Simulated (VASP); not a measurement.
# AlP (zincblende type): single point with r2SCAN

Crystal: AlP (zincblende type).

```
CELL_PARAMETERS angstrom
0.00000 2.45518 2.45518
2.45518 0.00000 2.45518
2.45518 2.45518 0.00000
ATOMIC_POSITIONS crystal
Al 0.00000 0.00000 0.00000
P 0.25000 0.25000 0.25000
```

This cell differs from its parent crystal: volume scaled by 0.72.

```
Program                : VASP 6.6.1
Task                   : single point
Functional             : r2SCAN
Potentials or basis    : VASP PAW PBE potentials, release 64 (Al, P)
Cutoff                 : 550 eV
k mesh                 : 12 × 12 × 12
Occupations            : fermi-dirac, width 0.08 eV
Spin                   : no spin polarisation
Dipole correction      : no
Further INCAR settings : ALGO = Normal; EDIFF = 1e-06; NBANDS = 11
```

```
Pressure               : 56.2 GPa
Band gap on the k mesh : 1.10 eV, indirect (least direct gap 4.02 eV)
```

Levels at points of the mesh, in eV from the valence-band top:
```
           k point  band 1  band 2  band 3  band 4  band 5  band 6  band 7  band 8
(0.00, 0.00, 0.00)  -14.20    0.00    0.00    0.00    5.39    5.39    5.39    7.06
(0.50, 0.00, 0.00)  -11.52   -7.39   -0.98   -0.98    4.57    5.14    5.14    9.84
(0.50, 0.50, 0.00)  -10.45   -6.76   -2.92   -2.92    1.10    2.58   13.97   13.97
```

It took 41 s on 1 thread of Intel(R) Xeon(R) 6975P-C (Granite Rapids), on a shared host, peak memory 0.17 GiB.

Caveat: the PAW data sets were made with another functional, which shifts forces and pressure a little. A k mesh can miss the band edges.
